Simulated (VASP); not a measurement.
# Na (Im-3m) in VASP: further runs

The runs below take Na through single point, with PBE.

All numbers are computed with VASP 6.6.1; they aren't measurements. Logs are shortened: lines on timing, memory, paths and dates and some standing lists are left out, and cuts for length are marked.

## (1) The cell of the first run

The structure is cubic, space group Im-3m (No. 229). The conventional cell has a = 4.197 Å, b = 4.197 Å, c = 4.197 Å, α = 90.00°, β = 90.00°, γ = 90.00°. Na (site symmetry m-3m) has 14 Na at 3.63 to 4.20 Å within 4.8 Å.

## (2) Single point, PBE

INCAR reads:

```
SYSTEM = Na
ALGO = Normal
EDIFF = 1E-7
ENCUT = 520
GGA = PE
ISIF = 2
ISMEAR = -1
LASPH = .True.
LCHARG = .False.
LREAL = .False.
LWAVE = .False.
NBANDS = 10
NELM = 80
PREC = Accurate
SIGMA = 0.1
```

KPOINTS reads:

```
k-points
0
Gamma
  7 7 7
  0 0 0
```

POSCAR reads:

```
Na
1.0
   -2.0985562613      2.0985562613      2.0985562613
    2.0985562613     -2.0985562613      2.0985562613
    2.0985562613      2.0985562613     -2.0985562613
Na
1
Direct
    0.0000000000      0.0000000000      0.0000000000
```

Potentials or basis: VASP PAW PBE potentials, release 64 (Na_pv).

On the command line:

```
cat potpaw_PBE.64/Na_pv/POTCAR > POTCAR
mpirun -np 1 vasp_std > vasp.out
```

OUTCAR:

```text
SYSTEM = Na
   EDIFF = 1E-7
   ENCUT = 520
   GGA = PE
   ISIF = 2
   ISMEAR = -1
   LASPH = .True.
   LREAL = .False.
   NELM = 80
   PREC = Accurate

 ion  position               nearest neighbor table
   1  0.000  0.000  0.000-

  LATTYP: Found a body centered cubic cell.
 ALAT       =     4.1971125226

  Lattice vectors:

 A1 = (  -2.0985562613,   2.0985562613,   2.0985562613)
 A2 = (   2.0985562613,  -2.0985562613,   2.0985562613)
 A3 = (   2.0985562613,   2.0985562613,  -2.0985562613)

Analysis of symmetry for initial positions (statically):
=====================================================================
 Subroutine PRICEL returns:
 Original cell was already a primitive cell.

 Routine SETGRP: Setting up the symmetry group for a
 body centered cubic supercell.

 Subroutine GETGRP returns: Found 48 space group operations
 (whereof 48 operations were pure point group operations)
 out of a pool of 48 trial point group operations.

The static configuration has the point symmetry O_h .

Analysis of symmetry for dynamics (positions and initial velocities):
=====================================================================
 Subroutine PRICEL returns:
 Original cell was already a primitive cell.

 Routine SETGRP: Setting up the symmetry group for a
 body centered cubic supercell.

 Subroutine GETGRP returns: Found 48 space group operations
 (whereof 48 operations were pure point group operations)
 out of a pool of 48 trial point group operations.

The dynamic configuration has the point symmetry O_h .

 Subroutine INISYM returns: Found 48 space group operations
 (whereof 48 operations are pure point group operations),
 and found     1 'primitive' translations

----------------------------------------------------------------------------------------

                                     Primitive cell

  volume of cell :      36.9676

  direct lattice vectors                    reciprocal lattice vectors
    -2.098556261  2.098556261  2.098556261     0.000000000  0.238259040  0.238259040
     2.098556261 -2.098556261  2.098556261     0.238259040  0.000000000  0.238259040
     2.098556261  2.098556261 -2.098556261     0.238259040  0.238259040  0.000000000

  length of vectors
     3.634806067  3.634806067  3.634806067     0.336949166  0.336949166  0.336949166

  position of ions in fractional coordinates (direct lattice)
     0.000000000  0.000000000  0.000000000

  ion indices of the primitive-cell ions
   primitive index   ion index
                 1           1

----------------------------------------------------------------------------------------

 KPOINTS: k-points

Automatic generation of k-mesh.
 Grid dimensions read from file:
 generate k-points for:    7    7    7

 Generating k-lattice:

  Cartesian coordinates                     Fractional coordinates (reciprocal lattice)
     0.000000000  0.034037006  0.034037006     0.142857143  0.000000000  0.000000000
     0.034037006  0.000000000  0.034037006     0.000000000  0.142857143  0.000000000
     0.034037006  0.034037006  0.000000000     0.000000000  0.000000000  0.142857143

  Length of vectors
     0.048135595  0.048135595  0.048135595

  Shift w.r.t. Gamma in fractional coordinates (k-lattice)
     0.000000000  0.000000000  0.000000000

 Subroutine IBZKPT returns following result:
 ===========================================

 Found     20 irreducible k-points:

 Following reciprocal coordinates:
            Coordinates               Weight
  0.000000  0.000000  0.000000      1.000000
  0.142857  0.000000  0.000000     12.000000
  0.285714  0.000000  0.000000     12.000000
  0.428571  0.000000  0.000000     12.000000
  0.142857  0.142857  0.000000     24.000000
  0.285714  0.142857  0.000000     48.000000
[... 12 lines left out ...]
 -0.428571 -0.428571  0.285714      8.000000
 -0.428571  0.428571  0.428571      6.000000
   k-points           NKPTS =     20   k-points in BZ     NKDIM =     20   number of bands    NBANDS=     10
   number of dos      NEDOS =    301   number of ions     NIONS =      1
   total plane-waves  NPLWV =  21952
   dimension x,y,z NGX =    28 NGY =   28 NGZ =   28
   dimension x,y,z NGXF=    56 NGYF=   56 NGZF=   56
   ions per type =               1
   NGX,Y,Z   is equivalent  to a cutoff of  12.81, 12.81, 12.81 a.u.
   NGXF,Y,Z  is equivalent  to a cutoff of  25.61, 25.61, 25.61 a.u.
 SYSTEM =  Na
   PREC   = accura    normal or accurate (medium, high low for compatibility)
   ISTART =      0    job   : 0-new  1-cont  2-samecut
   ICHARG =      2    charge: 1-file 2-atom 10-const
   ISPIN  =      1    spin polarized calculation?
   LNONCOLLINEAR =      F non collinear calculations
   LSORBIT =      F    spin-orbit coupling
   LASPH  =      T    aspherical Exc in radial PAW
   ENCUT  =  520.0 eV  38.22 Ry    6.18 a.u.   6.76  6.76  6.76*2*pi/ulx,y,z
   NELM   =     80;   NELMIN=  2; NELMDL= -5     # of ELM steps
   EDIFF  = 0.1E-06   stopping-criterion for ELM
   LREAL  =      F    real-space projection
   EDIFFG = 0.1E-05   stopping-criterion for IOM
   NSW    =      0    number of steps for IOM
   IBRION =     -1    ionic relax: 0-MD 1-quasi-New 2-CG
   NFREE  =      0    steps in history (QN), initial steepest desc. (CG)
   ISIF   =      2    stress and relaxation
   ISYM   =      2    0-nonsym 1-usesym 2-fastsym
   POTIM  = 0.5000    time-step for ionic-motion
   TEBEG  =    0.0;   TEEND  =   0.0 temperature during run
   PSTRESS=    0.0 pullay stress
   NELECT =       7.0000    total number of electrons
   NUPDOWN=      -1.0000    fix difference up-down
   EMIN   =  10.00;   EMAX   =-10.00  energy-range for DOS
   EFERMI =   0.00;   METHOD = LEGACY
   ISMEAR =    -1;   SIGMA  =   0.10  broadening in eV -4-tet -1-fermi 0-gaus
   EFERMI_NEDOS =   21; number of points for ismear=-14 and -15
   IALGO  =     38    algorithm
   IMIX   =      4    mixing-type and parameters
     AMIX     =   0.40;   BMIX     =  1.00
     AMIX_MAG =   1.60;   BMIX_MAG =  1.00
  volume/ion in A,a.u.               =      36.97       249.47
  Fermi-wavevector in a.u.,A,eV,Ry     =   0.940085  1.776502 12.024270  0.883759
  Thomas-Fermi vector in A             =   2.067461
   LORBIT       =      0    0 simple, 1 ext, 2 COOP (PROOUT), +10 PAW based schemes
   GGA     = PE    functional components
   LHFCALC =     F    Hartree Fock is set to
   AEXX    =    0.0000 exact exchange contribution
   IVDW    =     0    specifies the selected vdW correction
   LEPSILON=     F    determine dielectric tensor
   LRPA    =     F    only Hartree local field effects (RPA)
 non-spin polarized calculation
  energy-cutoff  :      520.00
  volume of cell :       36.97
 maximum number of plane-waves:      1004
   NGX = 13   NGY = 13   NGZ = 13

 number of electron       7.0000004 magnetization

 Free energy of the ion-electron system (eV)
  ---------------------------------------------------
  ext. energy  EPLUGINS =         0.00000000
  ---------------------------------------------------
  free energy    TOTEN  =        -1.32140670 eV

  energy without entropy =       -1.30474138  energy(sigma->0) =       -1.31307404

 E-fermi :   0.3242     XC(G=0):  -6.5095

 val. band max:        0.2017958359   @ k =  -0.2857   0.4286   0.1429
 cond. band min:       0.5359374908   @ k =  -0.4286   0.4286   0.1429
 fundamental gap:      0.3341416550
 Fermi energy:         0.3241651525

 k-point     1 :       0.0000    0.0000    0.0000
  band No.  band energies     occupation
      1     -24.5624      2.00000
      2     -24.5624      2.00000
      3     -24.5624      2.00000
      4      -2.9470      2.00000
      5      12.0879      0.00000
      6      12.0879      0.00000
      7      12.0879      0.00000
      8      13.0894      0.00000
      9      13.0894      0.00000
     10      13.6473      0.00000

 k-point     2 :       0.1429    0.0000    0.0000
  band No.  band energies     occupation
      1     -24.5693      2.00000
      2     -24.5647      2.00000
      3     -24.5624      2.00000
      4      -2.5874      2.00000
      5       9.0209      0.00000
      6      10.6570      0.00000
      7      11.1252      0.00000
      8      11.5302      0.00000
      9      12.2710      0.00000
     10      14.0648      0.00000

 k-point     3 :       0.2857    0.0000    0.0000
  band No.  band energies     occupation
      1     -24.5845      2.00000
      2     -24.5699      2.00000
      3     -24.5624      2.00000
      4      -1.5235      2.00000
      5       5.5394      0.00000
      6       9.3217      0.00000
      7      10.1047      0.00000
      8      10.3028      0.00000
      9      11.3979      0.00000
     10      14.9598      0.00000

 k-point     4 :       0.4286    0.0000    0.0000
  band No.  band energies     occupation
      1     -24.5966      2.00000
      2     -24.5740      2.00000
      3     -24.5623      2.00000
      4       0.1984      1.55709
      5       2.6062      0.00000
      6       8.6405      0.00000
      7       9.5788      0.00000
      8       9.6901      0.00000
      9      10.7912      0.00000
     10      16.1583      0.00000
[... 170 lines left out ...]
 k-point    18 :      -0.4286    0.4286    0.2857
  band No.  band energies     occupation
      1     -24.5910      2.00000
      2     -24.5824      2.00000
      3     -24.5786      2.00000
      4       1.5357      0.00001
      5       3.8809      0.00000
      6       5.9971      0.00000
      7       6.5968      0.00000
      8       8.8081      0.00000
      9      11.3755      0.00000
     10      14.7812      0.00000

 k-point    19 :      -0.4286   -0.4286    0.2857
  band No.  band energies     occupation
      1     -24.5889      2.00000
      2     -24.5889      2.00000
      3     -24.5798      2.00000
      4       3.2588      0.00000
      5       3.2588      0.00000
      6       4.2701      0.00000
      7       7.8405      0.00000
      8       7.8405      0.00000
      9       9.8655      0.00000
     10      15.0479      0.00000

 k-point    20 :      -0.4286    0.4286    0.4286
  band No.  band energies     occupation
      1     -24.5882      2.00000
      2     -24.5871      2.00000
      3     -24.5871      2.00000
      4       3.1476      0.00000
      5       5.0344      0.00000
      6       5.3943      0.00000
      7       5.3943      0.00000
      8       6.5458      0.00000
      9       8.9285      0.00000
     10      18.2085      0.00000

------------------------ aborting loop because EDIFF is reached ----------------------------------------

  FORCE on cell =-STRESS in cart. coord.  units (eV):
  Direction    XX          YY          ZZ          XY          YZ          ZX
  --------------------------------------------------------------------------------------
  -------------------------------------------------------------------------------------
  Total        0.0022611      0.0022611      0.0022611      0.0000000     -0.0000000      0.0000000
  in kB        0.0979944      0.0979944      0.0979944      0.0000000     -0.0000000      0.0000000
  external PRESSURE =       0.0979944 kB  Pullay stress =       0.0000000 kB

 VOLUME and BASIS-vectors are now :
 -----------------------------------------------------------------------------
  energy-cutoff  :      520.00
  volume of cell :       36.97
      direct lattice vectors                 reciprocal lattice vectors
    -2.098556261  2.098556261  2.098556261     0.000000000  0.238259040  0.238259040
     2.098556261 -2.098556261  2.098556261     0.238259040  0.000000000  0.238259040
     2.098556261  2.098556261 -2.098556261     0.238259040  0.238259040  0.000000000

 POSITION                                       TOTAL-FORCE (eV/Angst)
 -----------------------------------------------------------------------------------
      0.00000      0.00000      0.00000         0.000000     -0.000000      0.000000
 -----------------------------------------------------------------------------------
    total drift:                               -0.000000     -0.000000     -0.000000

  FREE ENERGIE OF THE ION-ELECTRON SYSTEM (eV)
  ---------------------------------------------------
  free  energy   TOTEN  =        -1.3214067039 eV

  energy  without entropy=       -1.3047413800  energy(sigma->0) =       -1.31307404
```

Wall time 9.4 s (1 thread of Intel Xeon 8259CL, shared host); peak memory 0.15 GiB.

Results:

```yaml
Free_energy: -1.3214 eV
Pressure: 0.0 GPa
Band_gap_on_the_k_mesh: zero (an odd number of electrons rules out a gap without spin polarisation)
```

Levels at points of the mesh, in eV from the Fermi level:
| k point | band 1 | band 2 | band 3 | band 4 | band 5 | band 6 | band 7 | band 8 |
| --- | --- | --- | --- | --- | --- | --- | --- | --- |
| (0.00, 0.00, 0.00) | -24.89 | -24.89 | -24.89 | -3.27 | 11.76 | 11.76 | 11.76 | 12.77 |

## (3) Single point, PBE

INCAR reads:

```
SYSTEM = Na
PREC = Accurate
ENCUT = 520
EDIFF = 1E-6
ISMEAR = -1
SIGMA = 0.1
LREAL = .FALSE.
LASPH = .TRUE.
NELM = 100
ALGO = Normal
ISIF = 2
LWAVE = .FALSE.
LCHARG = .TRUE.
GGA = PE
LELF = .TRUE.
LVHAR = .TRUE.
NBANDS = 10
```

KPOINTS reads:

```
regular mesh
0
G
  9 9 9
  0 0 0
```

POSCAR is that of step 2.

Potentials or basis: VASP PAW PBE potentials, release 64 (Na_pv).

On the command line:

```
cat potpaw_PBE.64/Na_pv/POTCAR > POTCAR
mpirun -np 1 vasp_std > vasp.out
```

It took 14 s on 1 thread of Intel Xeon 8259CL, shared host; peak memory 0.15 GiB.

The run converged. Its results:

```yaml
Free_energy: -1.3226 eV
Pressure: 0.0 GPa
Band_gap_on_the_k_mesh: zero (an odd number of electrons rules out a gap without spin polarisation)
```

Levels at points of the mesh, in eV from the Fermi level:
```
           k point  band 1  band 2  band 3  band 4  band 5  band 6
(0.00, 0.00, 0.00)  -24.91  -24.91  -24.91   -3.29   11.74   11.74
```

## (4) Single point, PBE

INCAR reads:

```
SYSTEM = Na
PREC = Accurate
ENCUT = 520
EDIFF = 1E-6
ISMEAR = -1
SIGMA = 0.1
LREAL = .False.
LASPH = .True.
NELM = 80
ALGO = Normal
ISIF = 2
LWAVE = .False.
LCHARG = .True.
GGA = PE
LELF = .True.
LVHAR = .True.
NBANDS = 10
```

KPOINTS reads:

```
Automatic mesh
0
Gamma
  11 11 11
  0 0 0
```

POSCAR is that of step 3.

On the command line:

```
cat potpaw_PBE.64/Na_pv/POTCAR > POTCAR
mpirun -np 1 vasp_std > vasp.out
```

Run time: 20 s. Hardware: 1 thread of Intel Xeon 8259CL, shared host; peak memory 0.16 GiB.

It converged, with:

```yaml
Free_energy: -1.3203 eV
Pressure: 0.0 GPa
Band_gap_on_the_k_mesh: zero (an odd number of electrons rules out a gap without spin polarisation)
```

Levels at points of the mesh, in eV from the Fermi level:
```csv
k point,band 1,band 2,band 3,band 4,band 5,band 6,band 7,band 8
"(0.00, 0.00, 0.00)",-24.93,-24.93,-24.93,-3.31,11.72,11.72,11.72,12.73
```

## (5) Single point, PBE

INCAR reads:

```
ALGO = Normal
EDIFF = 1E-6
ENCUT = 520
GGA = PE
ISIF = 2
ISMEAR = -1
LASPH = T
LCHARG = T
LELF = T
LREAL = F
LVHAR = T
LWAVE = F
NBANDS = 10
NELM = 60
PREC = Accurate
SIGMA = 0.1
```

KPOINTS reads:

```
k-points
0
Gamma
  11 11 11
```

POSCAR is that of step 4.

On the command line:

```
cat potpaw_PBE.64/Na_pv/POTCAR > POTCAR
mpirun -np 1 vasp_std > vasp.out
```

Run time: 20 s. Hardware: 1 thread of Intel Xeon 8259CL, shared host; peak memory 0.16 GiB.

Results (log left out):

```
Free energy            : -1.3203 eV
Pressure               : 0.0 GPa
Band gap on the k mesh : zero (an odd number of electrons rules out a gap without spin polarisation)
```

Levels at points of the mesh, in eV from the Fermi level:
| k point | band 1 | band 2 | band 3 | band 4 | band 5 | band 6 | band 7 |
| --- | --- | --- | --- | --- | --- | --- | --- |
| (0.00, 0.00, 0.00) | -24.93 | -24.93 | -24.93 | -3.31 | 11.72 | 11.72 | 11.72 |

## (6) Overview

```csv
k mesh,gap on the mesh (eV),pressure (GPa)
7 × 7 × 7,none,0.0
9 × 9 × 9,none,0.0
11 × 11 × 11,none,0.0
```

Alike in all rows: task single point; level PBE; potentials or basis VASP PAW PBE potentials, release 64 (Na_pv); no spin polarisation; cell as given; cutoff (eV) 520; smearing fermi-dirac 0.1 eV.

Total energies depend on the potentials used, so only differences within one code and one set of settings carry meaning.
